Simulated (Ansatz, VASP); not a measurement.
## Cs: VASP beside Ansatz

```
Cs
1.0
     0.00000    2.99200    2.99200
     2.99200    0.00000    2.99200
     2.99200    2.99200    0.00000
Cs
1
Direct
  0.00000 0.00000 0.00000
```

Alike in both runs: task single point; functional BLYP; k mesh 8 × 8 × 8; occupations fermi-dirac, width 0.3 eV; no spin polarisation.

|  | VASP | Ansatz |
| --- | --- | --- |
| version | VASP 6.6.1 | Ansatz 0.2.0 |
| potentials or method | VASP PAW PBE potentials, release 64 (Cs_sv) | plane waves, PAW |
| plane-wave cutoff (eV) | 520 | 420 |
| valence electrons in the cell | 9 | 9 |

|  | VASP | Ansatz | Ansatz less VASP |
| --- | --- | --- | --- |
| pressure (GPa) | 5.0 | 5.0 | -0.01 |

VASP's potentials were made for PBE, not for BLYP.

Neither program's run includes spin-orbit coupling.
